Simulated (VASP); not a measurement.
# SiW (zincblende type) (F-43m) in VASP: notebook, part 2 of 2

VASP 6.6.1. Earlier steps stand in the parts before.

### Step 3. Single point, PBE (volume scaled by 0.4)

INCAR reads:

```
PREC     = Accurate       # precision mode
ENCUT    = 520            # plane-wave cutoff, eV
EDIFF    = 1E-7           # SCF threshold, eV
ISMEAR   = -1             # smearing method
SIGMA    = 0.08           # smearing width, eV
LREAL    = F              # projectors in reciprocal space
LASPH    = T              # aspherical terms in the spheres
NELM     = 80             # most SCF steps
ALGO     = Normal         # electronic algorithm
ISIF     = 2              # what is computed and relaxed
LWAVE    = F              # write WAVECAR
LCHARG   = T              # write CHGCAR
GGA      = PE             # functional
LELF     = T              # ELF
LVHAR    = T            
NBANDS   = 16             # bands
```

KPOINTS reads:

```
regular mesh
0
Gamma
  11 11 11
```

POSCAR reads:

```
SiW
1.0
    0.0000000000      2.0572582348      2.0572582348
    2.0572582348      0.0000000000      2.0572582348
    2.0572582348      2.0572582348      0.0000000000
W Si
1 1
Direct
    0.0000000000      0.0000000000      0.0000000000
    0.2500000000      0.2500000000      0.2500000000
```

Potentials or basis: VASP PAW PBE potentials, release 64 (W_sv, Si).

The run is started by

```bash
$ cat potpaw_PBE.64/W_sv/POTCAR potpaw_PBE.64/Si/POTCAR > POTCAR
$ mpirun -np 1 vasp_std > vasp.out
```

OUTCAR:

```text
PREC = Accurate
   ENCUT = 520
   EDIFF = 1E-7
   ISMEAR = -1
   LREAL = F
   LASPH = T
   NELM = 80
   ISIF = 2
   GGA = PE

 ion  position               nearest neighbor table
   1  0.000  0.000  0.000-   2 1.78   2 1.78   2 1.78   2 1.78
   2  0.250  0.250  0.250-   1 1.78   1 1.78   1 1.78   1 1.78

  LATTYP: Found a face centered cubic cell.
 ALAT       =     4.1145164696

  Lattice vectors:

 A1 = (   0.0000000000,   2.0572582348,   2.0572582348)
 A2 = (   2.0572582348,   0.0000000000,   2.0572582348)
 A3 = (   2.0572582348,   2.0572582348,   0.0000000000)

Analysis of symmetry for initial positions (statically):
=====================================================================
 Subroutine PRICEL returns:
 Original cell was already a primitive cell.

 Routine SETGRP: Setting up the symmetry group for a
 face centered cubic supercell.

 Subroutine GETGRP returns: Found 24 space group operations
 (whereof 24 operations were pure point group operations)
 out of a pool of 48 trial point group operations.

The static configuration has the point symmetry T_d .

Analysis of symmetry for dynamics (positions and initial velocities):
=====================================================================
 Subroutine PRICEL returns:
 Original cell was already a primitive cell.

 Routine SETGRP: Setting up the symmetry group for a
 face centered cubic supercell.

 Subroutine GETGRP returns: Found 24 space group operations
 (whereof 24 operations were pure point group operations)
 out of a pool of 48 trial point group operations.

The dynamic configuration has the point symmetry T_d .

 Subroutine INISYM returns: Found 24 space group operations
 (whereof 24 operations are pure point group operations),
 and found     1 'primitive' translations

----------------------------------------------------------------------------------------

                                     Primitive cell
[... 109 lines left out ...]
   IMIX   =      4    mixing-type and parameters
     AMIX     =   0.40;   BMIX     =  1.00
     AMIX_MAG =   1.60;   BMIX_MAG =  1.00
  volume/ion in A,a.u.               =       8.71        58.76
  Fermi-wavevector in a.u.,A,eV,Ry     =   1.655262  3.127992 37.278517  2.739894
  Thomas-Fermi vector in A             =   2.743389
   LORBIT       =      0    0 simple, 1 ext, 2 COOP (PROOUT), +10 PAW based schemes
   GGA     = PE    functional components
   LHFCALC =     F    Hartree Fock is set to
   AEXX    =    0.0000 exact exchange contribution
   IVDW    =     0    specifies the selected vdW correction
   LEPSILON=     F    determine dielectric tensor
   LRPA    =     F    only Hartree local field effects (RPA)
 non-spin polarized calculation
  energy-cutoff  :      520.00
  volume of cell :       17.41
 maximum number of plane-waves:       495
 NGX is ok and might be reduce to    24
   NGX = 11   NGY = 11   NGZ = 11

 number of electron      17.9999998 magnetization

 Free energy of the ion-electron system (eV)
  ---------------------------------------------------
  ext. energy  EPLUGINS =         0.00000000
  ---------------------------------------------------
  free energy    TOTEN  =         6.16600620 eV

  energy without entropy =        6.18437488  energy(sigma->0) =        6.17519054

 E-fermi :  18.7388     XC(G=0): -15.1145

 val. band max:       18.7305368837   @ k =   0.4545   0.1818   0.0000
 cond. band min:      18.7796833338   @ k =   0.4545   0.3636   0.0000
 fundamental gap:      0.0491464501
 Fermi energy:        18.7387896058

 k-point     1 :       0.0000    0.0000    0.0000
  band No.  band energies     occupation
      1     -54.6002      2.00000
      2     -19.4217      2.00000
      3     -19.4217      2.00000
      4     -19.4217      2.00000
      5       4.3776      2.00000
      6      12.5689      2.00000
[... 433 lines left out ...]
      3     -19.7089      2.00000
      4     -19.4967      2.00000
      5       7.5320      2.00000
      6      11.8179      2.00000
[... 8 lines left out ...]
     15      34.4071      0.00000
     16      37.5596      0.00000

 [... further k-points ...]

------------------------ aborting loop because EDIFF is reached ----------------------------------------

  FORCE on cell =-STRESS in cart. coord.  units (eV):
  Direction    XX          YY          ZZ          XY          YZ          ZX
  --------------------------------------------------------------------------------------
  -------------------------------------------------------------------------------------
  Total       58.9152287     58.9152287     58.9152287      0.0000000      0.0000000      0.0000000
  in kB     5420.5296743   5420.5296743   5420.5296743      0.0000000      0.0000000      0.0000000
  external PRESSURE =    5420.5296743 kB  Pullay stress =       0.0000000 kB

 VOLUME and BASIS-vectors are now :
 -----------------------------------------------------------------------------
  energy-cutoff  :      520.00
  volume of cell :       17.41
      direct lattice vectors                 reciprocal lattice vectors
     0.000000000  2.057258235  2.057258235    -0.243041924  0.243041924  0.243041924
     2.057258235  0.000000000  2.057258235     0.243041924 -0.243041924  0.243041924
     2.057258235  2.057258235  0.000000000     0.243041924  0.243041924 -0.243041924

 POSITION                                       TOTAL-FORCE (eV/Angst)
 -----------------------------------------------------------------------------------
      0.00000      0.00000      0.00000        -0.000000     -0.000000     -0.000000
      1.02863      1.02863      1.02863         0.000000      0.000000      0.000000
 -----------------------------------------------------------------------------------
    total drift:                               -0.000000     -0.000000     -0.000000

  FREE ENERGIE OF THE ION-ELECTRON SYSTEM (eV)
  ---------------------------------------------------
  free  energy   TOTEN  =         6.1660062019 eV

  energy  without entropy=        6.1843748774  energy(sigma->0) =        6.17519054
```

stdout:

```text
POSCAR found type information on POSCAR W Si
 POSCAR found :  2 types and       2 ions
 scaLAPACK will be used
 LDA part: xc-table for (Slater+PW92), standard interpolation
 POSCAR, INCAR and KPOINTS ok, starting setup
 FFT: planning ... GRIDC
 FFT: planning ... GRID_SOFT
 FFT: planning ... GRID
 WAVECAR not read
 entering main loop
```

Wall time 7.6 s (1 thread of Intel Xeon 6975P-C (Granite Rapids), shared host); peak memory 0.15 GiB.

Results:

- Free energy: 6.1660 eV
- Pressure: 542.1 GPa
- Band gap on the k mesh: zero (band 9 reaches 19.73 eV, above the bottom of band 10 at 16.29 eV)

Caveat: spin-orbit coupling is left out, which moves the levels of the heavy elements.

### Step 4. Single point, PBE (volume scaled by 0.5)

INCAR reads:

```
  PREC = Accurate
  ENCUT = 520
  EDIFF = 1E-7
  ISMEAR = -1
  SIGMA = 0.08
  LREAL = F
  LASPH = T
  NELM = 100
  ALGO = Normal
  ISIF = 2
  LWAVE = F
  LCHARG = F
  GGA = PE
  NBANDS = 16
```

KPOINTS is that of step 3.

POSCAR reads:

```
SiW
1.0
    0.0000000000      2.2161142538      2.2161142538
    2.2161142538      0.0000000000      2.2161142538
    2.2161142538      2.2161142538      0.0000000000
W Si
1 1
Direct
    0.0000000000      0.0000000000      0.0000000000
    0.2500000000      0.2500000000      0.2500000000
```

The run is started by

```bash
$ cat potpaw_PBE.64/W_sv/POTCAR potpaw_PBE.64/Si/POTCAR > POTCAR
$ mpirun -np 1 vasp_std > vasp.out
```

Run time: 8 s. Hardware: 1 thread of Intel Xeon 6975P-C (Granite Rapids), shared host; peak memory 0.15 GiB.

Results (log left out):

```yaml
Free_energy: -4.4778 eV
Pressure: 276.3 GPa
Band_gap_on_the_k_mesh: zero (band 9 reaches 15.11 eV, above the bottom of band 10 at 13.09 eV)
```

Levels at points of the mesh, in eV from the Fermi level:
| k point | band 7 | band 8 | band 9 | band 10 | band 11 | band 12 |
| --- | --- | --- | --- | --- | --- | --- |
| (0.00, 0.00, 0.00) | -4.96 | -4.96 | -1.10 | -1.10 | 9.14 | 9.14 |

Caveat: spin-orbit coupling is left out, which moves the levels of the heavy elements.
